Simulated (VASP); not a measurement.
A run of VASP 6.6.1:

File INCAR:

```
PREC = Accurate ; ENCUT = 520
EDIFF = 1E-6 ; ISMEAR = 0
SIGMA = 0.1 ; LREAL = F
LASPH = T ; NELM = 80
ALGO = Normal ; ISIF = 2
LWAVE = F ; LCHARG = F
GGA = PE ; NBANDS = 23
```

KPOINTS

```
Automatic mesh
0
Gamma
  12 12 12
```

Contents of POSCAR:

```
Mg3ZrN2
1.0
   -2.2174032992      2.2174032992      4.5260531821
    2.2174032992     -2.2174032992      4.5260531821
    2.2174032992      2.2174032992     -4.5260531821
Mg Zr N
3 1 2
Direct
    0.7500000000      0.2500000000      0.5000000000
    0.2500000000      0.7500000000      0.5000000000
    0.5000000000      0.5000000000      0.0000000000
    0.0000000000      0.0000000000      0.0000000000
    0.5000000000      0.0000000000      0.5000000000
    0.0000000000      0.5000000000      0.5000000000
```

Potentials or basis: VASP PAW PBE potentials, release 64 (Mg, Zr_sv, N).

Launch:

```sh
$ cat potpaw_PBE.64/Mg/POTCAR potpaw_PBE.64/Zr_sv/POTCAR potpaw_PBE.64/N/POTCAR > POTCAR
$ mpirun -np 1 vasp_std > vasp.out
```

Hardware: 1 thread of AMD EPYC 9R45 96-Core Processor (Zen 5) (shared host).

Question: Estimate the wall time of this run.

Answer: Run time: 5.2 min on 1 thread of AMD EPYC 9R45 96-Core Processor (Zen 5), on a shared host, peak memory 0.47 GiB. Counts: scf iterations 15, k points 163.
